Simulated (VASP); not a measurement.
# CdTe in VASP: notebook, part 2 of 2

VASP 6.6.1. The steps go on from the part before.

## Step 5: Relaxation of the atoms, PBE (32.20 Å³/atom)

This run uses another cell than the first one, of 32.20 Å³/atom.

INCAR reads:

```
SYSTEM = CdTe
PREC     = Accurate       ! precision mode
ENCUT    = 520            ! plane-wave cutoff, eV
EDIFF    = 1E-6           ! SCF threshold, eV
ISMEAR   = -1             ! smearing method
SIGMA    = 0.02           ! smearing width, eV
LREAL    = .FALSE.        ! projectors in reciprocal space
LASPH    = .TRUE.         ! aspherical terms in the spheres
NELM     = 100            ! most SCF steps
ALGO     = Normal         ! electronic algorithm
ISIF     = 2              ! what is computed and relaxed
LWAVE    = .FALSE.        ! write WAVECAR
LCHARG   = .FALSE.        ! write CHGCAR
GGA      = PE             ! functional
IBRION   = 2              ! ionic algorithm
NSW      = 80             ! ionic steps
EDIFFG   = -0.02          ! ionic threshold
```

KPOINTS reads:

```
Automatic mesh
0
G
  12 12 12
  0 0 0
```

POSCAR reads:

```
CdTe
1.0
    0.0000000000      3.1813205280      3.1813205280
    3.1813205280      0.0000000000      3.1813205280
    3.1813205280      3.1813205280      0.0000000000
Cd Te
1 1
Direct
    0.0000000000      0.0000000000      0.0000000000
    0.2500000000      0.2500000000      0.2500000000
```

Potentials or basis: VASP PAW PBE potentials, release 64 (Cd, Te).

Launch:

```console
cat potpaw_PBE.64/Cd/POTCAR potpaw_PBE.64/Te/POTCAR > POTCAR
mpirun -np 1 vasp_std > vasp.out
```

OUTCAR:

```text
SYSTEM = CdTe
   PREC = Accurate
   ENCUT = 520
   EDIFF = 1E-6
   ISMEAR = -1
   LREAL = .FALSE.
   LASPH = .TRUE.
   NELM = 100
   ISIF = 2
   GGA = PE
   IBRION = 2
   NSW = 80
   EDIFFG = -0.02

 ion  position               nearest neighbor table
   1  0.000  0.000  0.000-   2 2.76   2 2.76   2 2.76   2 2.76
   2  0.250  0.250  0.250-   1 2.76   1 2.76   1 2.76   1 2.76

  LATTYP: Found a face centered cubic cell.
 ALAT       =     6.3626410560

  Lattice vectors:

 A1 = (   0.0000000000,   3.1813205280,   3.1813205280)
 A2 = (   3.1813205280,   0.0000000000,   3.1813205280)
 A3 = (   3.1813205280,   3.1813205280,   0.0000000000)

Analysis of symmetry for initial positions (statically):
=====================================================================
 Subroutine PRICEL returns:
 Original cell was already a primitive cell.

 Routine SETGRP: Setting up the symmetry group for a
 face centered cubic supercell.

 Subroutine GETGRP returns: Found 24 space group operations
 (whereof 24 operations were pure point group operations)
 out of a pool of 48 trial point group operations.

The static configuration has the point symmetry T_d .

Analysis of symmetry for dynamics (positions and initial velocities):
=====================================================================
 Subroutine PRICEL returns:
 Original cell was already a primitive cell.

 Routine SETGRP: Setting up the symmetry group for a
 face centered cubic supercell.

 Subroutine GETGRP returns: Found 24 space group operations
 (whereof 24 operations were pure point group operations)
 out of a pool of 48 trial point group operations.

The dynamic configuration has the point symmetry T_d .

 Subroutine INISYM returns: Found 24 space group operations
 (whereof 24 operations are pure point group operations),
 and found     1 'primitive' translations

----------------------------------------------------------------------------------------

                                     Primitive cell

  volume of cell :      64.3950

  direct lattice vectors                    reciprocal lattice vectors
     0.000000000  3.181320528  3.181320528    -0.157167439  0.157167439  0.157167439
     3.181320528  0.000000000  3.181320528     0.157167439 -0.157167439  0.157167439
     3.181320528  3.181320528  0.000000000     0.157167439  0.157167439 -0.157167439

  length of vectors
     4.499066637  4.499066637  4.499066637     0.272221990  0.272221990  0.272221990

  position of ions in fractional coordinates (direct lattice)
     0.000000000  0.000000000  0.000000000
     0.250000000  0.250000000  0.250000000

  ion indices of the primitive-cell ions
   primitive index   ion index
                 1           1
                 2           2

----------------------------------------------------------------------------------------

 KPOINTS: Automatic mesh

Automatic generation of k-mesh.
 Grid dimensions read from file:
 generate k-points for:   12   12   12

 Generating k-lattice:

[... 23 lines left out ...]
  0.416667  0.000000  0.000000      8.000000
[... 16 lines left out ...]
  0.500000  0.166667  0.000000     24.000000
 -0.416667  0.166667  0.000000     24.000000
 [... further k-points ...]
   k-points           NKPTS =     72   k-points in BZ     NKDIM =     72   number of bands    NBANDS=     13
   number of dos      NEDOS =    301   number of ions     NIONS =      2
   total plane-waves  NPLWV =  46656
   dimension x,y,z NGX =    36 NGY =   36 NGZ =   36
   dimension x,y,z NGXF=    72 NGYF=   72 NGZF=   72
   ions per type =               1   1
   NGX,Y,Z   is equivalent  to a cutoff of  13.30, 13.30, 13.30 a.u.
   NGXF,Y,Z  is equivalent  to a cutoff of  26.60, 26.60, 26.60 a.u.
 SYSTEM =  CdTe
   PREC   = accura    normal or accurate (medium, high low for compatibility)
   ISTART =      0    job   : 0-new  1-cont  2-samecut
   ICHARG =      2    charge: 1-file 2-atom 10-const
   ISPIN  =      1    spin polarized calculation?
   LNONCOLLINEAR =      F non collinear calculations
   LSORBIT =      F    spin-orbit coupling
   LASPH  =      T    aspherical Exc in radial PAW
   ENCUT  =  520.0 eV  38.22 Ry    6.18 a.u.   8.37  8.37  8.37*2*pi/ulx,y,z
   NELM   =    100;   NELMIN=  2; NELMDL= -5     # of ELM steps
   EDIFF  = 0.1E-05   stopping-criterion for ELM
   LREAL  =      F    real-space projection
   EDIFFG = -.2E-01   stopping-criterion for IOM
   NSW    =     80    number of steps for IOM
   IBRION =      2    ionic relax: 0-MD 1-quasi-New 2-CG
   NFREE  =      1    steps in history (QN), initial steepest desc. (CG)
   ISIF   =      2    stress and relaxation
   ISYM   =      2    0-nonsym 1-usesym 2-fastsym
   POTIM  = 0.5000    time-step for ionic-motion
   TEBEG  =    0.0;   TEEND  =   0.0 temperature during run
   PSTRESS=    0.0 pullay stress
   NELECT =      18.0000    total number of electrons
   NUPDOWN=      -1.0000    fix difference up-down
   EMIN   =  10.00;   EMAX   =-10.00  energy-range for DOS
   EFERMI =   0.00;   METHOD = LEGACY
   ISMEAR =    -1;   SIGMA  =   0.02  broadening in eV -4-tet -1-fermi 0-gaus
   EFERMI_NEDOS =   21; number of points for ismear=-14 and -15
   IALGO  =     38    algorithm
   IMIX   =      4    mixing-type and parameters
     AMIX     =   0.40;   BMIX     =  1.00
     AMIX_MAG =   1.60;   BMIX_MAG =  1.00
  volume/ion in A,a.u.               =      32.20       217.28
  Fermi-wavevector in a.u.,A,eV,Ry     =   1.070405  2.022773 15.589113  1.145767
  Thomas-Fermi vector in A             =   2.206114
   LORBIT       =      0    0 simple, 1 ext, 2 COOP (PROOUT), +10 PAW based schemes
   GGA     = PE    functional components
   LHFCALC =     F    Hartree Fock is set to
   AEXX    =    0.0000 exact exchange contribution
   IVDW    =     0    specifies the selected vdW correction
   LEPSILON=     F    determine dielectric tensor
   LRPA    =     F    only Hartree local field effects (RPA)
 conjugate gradient relaxation of ions
 non-spin polarized calculation
  energy-cutoff  :      520.00
  volume of cell :       64.40
 maximum number of plane-waves:      1762
 NGX is ok and might be reduce to    36
   NGX = 17   NGY = 17   NGZ = 17

 number of electron      18.0000001 magnetization

 Free energy of the ion-electron system (eV)
  ---------------------------------------------------
  ext. energy  EPLUGINS =         0.00000000
  ---------------------------------------------------
  free energy    TOTEN  =        -4.68227147 eV

  energy without entropy =       -4.68227147  energy(sigma->0) =       -4.68227147

 E-fermi :   3.2791     XC(G=0):  -8.8331

 val. band max:        2.8685705054   @ k =   0.0000   0.0000   0.0000
 cond. band min:       3.8115283000   @ k =   0.0000   0.0000   0.0000
 fundamental gap:      0.9429577946
 Fermi energy:         3.2791070724

 k-point     1 :       0.0000    0.0000    0.0000
  band No.  band energies     occupation
      1      -8.6387      2.00000
      2      -5.6253      2.00000
      3      -5.6253      2.00000
      4      -5.6253      2.00000
      5      -5.3213      2.00000
      6      -5.3213      2.00000
      7       2.8686      2.00000
      8       2.8686      2.00000
      9       2.8686      2.00000
     10       3.8115      0.00000
     11       7.4266      0.00000
     12       7.4266      0.00000
     13       7.4266      0.00000
[... 354 lines left out ...]
  band No.  band energies     occupation
      1      -8.1483      2.00000
      2      -5.5339      2.00000
      3      -5.5246      2.00000
      4      -5.3293      2.00000
      5      -5.3159      2.00000
      6      -4.8648      2.00000
      7      -1.7123      2.00000
      8       0.9155      2.00000
      9       1.7717      2.00000
     10       5.7441      0.00000
     11       7.6394      0.00000
     12       8.6635      0.00000
     13      10.0866      0.00000

 [... further k-points ...]

------------------------ aborting loop because EDIFF is reached ----------------------------------------

  FORCE on cell =-STRESS in cart. coord.  units (eV):
  Direction    XX          YY          ZZ          XY          YZ          ZX
  --------------------------------------------------------------------------------------
  -------------------------------------------------------------------------------------
  Total        2.2778890      2.2778890      2.2778890      0.0000000     -0.0000000     -0.0000000
  in kB       56.6749132     56.6749132     56.6749132      0.0000000     -0.0000000     -0.0000000
  external PRESSURE =      56.6749132 kB  Pullay stress =       0.0000000 kB

 VOLUME and BASIS-vectors are now :
 -----------------------------------------------------------------------------
  energy-cutoff  :      520.00
  volume of cell :       64.40
      direct lattice vectors                 reciprocal lattice vectors
     0.000000000  3.181320528  3.181320528    -0.157167439  0.157167439  0.157167439
     3.181320528  0.000000000  3.181320528     0.157167439 -0.157167439  0.157167439
     3.181320528  3.181320528  0.000000000     0.157167439  0.157167439 -0.157167439

 POSITION                                       TOTAL-FORCE (eV/Angst)
 -----------------------------------------------------------------------------------
      0.00000      0.00000      0.00000         0.000000      0.000000      0.000000
      1.59066      1.59066      1.59066        -0.000000     -0.000000     -0.000000
 -----------------------------------------------------------------------------------
    total drift:                               -0.000000     -0.000000     -0.000000

  FREE ENERGIE OF THE ION-ELECTRON SYSTEM (eV)
  ---------------------------------------------------
  free  energy   TOTEN  =        -4.6822714672 eV

  energy  without entropy=       -4.6822714672  energy(sigma->0) =       -4.68227147

 reached required accuracy - stopping structural energy minimisation
```

Wall time 2 min (1 thread of AMD EPYC 7R13, shared host); peak memory 0.22 GiB.

What came out:

| Quantity | Value |
| --- | --- |
| Free energy | -4.6823 eV |
| Pressure after relaxing | 5.7 GPa |
| Band gap on the k mesh | 0.94 eV |

Final structure:
```yaml
crystal:
  lattice:
    - [0.00000, 3.18132, 3.18132]
    - [3.18132, 0.00000, 3.18132]
    - [3.18132, 3.18132, 0.00000]
  atoms:
    - { symbol: Cd, position: [0.00000, 0.00000, 0.00000] }
    - { symbol: Te, position: [0.25000, 0.25000, 0.25000] }
```

Caveat: the relaxation stopped at its first step, so nothing moved; spin-orbit coupling is left out, which moves the levels of the heavy elements.

## Step 6: Summary

```csv
task,cell,gap on the mesh (eV),pressure (GPa)
single point,"a = 4.396, b = 4.396, c = 4.441 Å, angles 59.7, 59.7, 60.7°, 2 atoms",1.08,9.7
single point,"a = 4.418, b = 4.418, c = 4.441 Å, angles 59.8, 59.8, 60.3°, 2 atoms",1.07,9.0
relaxation of the atoms,"atoms relaxed from a = 4.441 Å, angles 60.0°, 2 atoms",1.07,8.2
relaxation of the atoms,"atoms relaxed from a = 4.499 Å, angles 60.0°, 2 atoms",0.94,5.7
```

Alike in all rows: level PBE; potentials or basis VASP PAW PBE potentials, release 64 (Cd, Te); no spin polarisation; k mesh 12 × 12 × 12; cutoff (eV) 520; smearing fermi-dirac 0.02 eV.

Caveats: spin-orbit coupling is left out, which moves the levels of the heavy elements; the cell stands under pressure (at least some runs); the relaxation stopped at its first step, so nothing moved (at least some runs).

Absolute energies hang on the potentials; compare differences alone.
